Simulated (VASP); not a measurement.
Wanted: the native input for a VASP 6.6.1 run.

```
Task                   : single point
Functional             : PBEsol
Potentials or basis    : VASP PAW PBE potentials, release 64 (Na_pv)
Cutoff                 : 520 eV
k mesh                 : 14 × 14 × 14
Occupations            : gaussian, width 0.1 eV
Spin                   : no spin polarisation
Dipole correction      : no
Further INCAR settings : ALGO = Normal; EDIFF = 1e-06; NBANDS = 10
```

The structure of Na lies in POSCAR:

```
Na
1.0
   -2.0420281509      2.0420281509      2.0420281509
    2.0420281509     -2.0420281509      2.0420281509
    2.0420281509      2.0420281509     -2.0420281509
Na
1
Direct
    0.0000000000      0.0000000000      0.0000000000
```

This cell differs from its parent crystal: volume scaled by 0.94.

These files were run (other wordings do the same):

INCAR

```
PREC = Accurate
ENCUT = 520
EDIFF = 1E-6
ISMEAR = 0
SIGMA = 0.1
LREAL = False
LASPH = True
NELM = 100
ALGO = Normal
ISIF = 2
LWAVE = False
LCHARG = False
GGA = PS
NBANDS = 10
```

KPOINTS

```
Automatic mesh
0
Gamma
  14 14 14
```

Potentials or basis: VASP PAW PBE potentials, release 64 (Na_pv).

Command:

```console
$ cat potpaw_PBE.64/Na_pv/POTCAR > POTCAR
$ mpirun -np 1 vasp_std > vasp.out
```

Results of the run:

```yaml
Pressure: 0.5 GPa
```

Caveat: the PAW data sets were made with another functional, which shifts forces and pressure a little.

Run time: 26 s on 1 thread of Intel(R) Xeon(R) Platinum 8259CL CPU @ 2.50GHz (Skylake/Cascade Lake), on a shared host, peak memory 0.16 GiB.
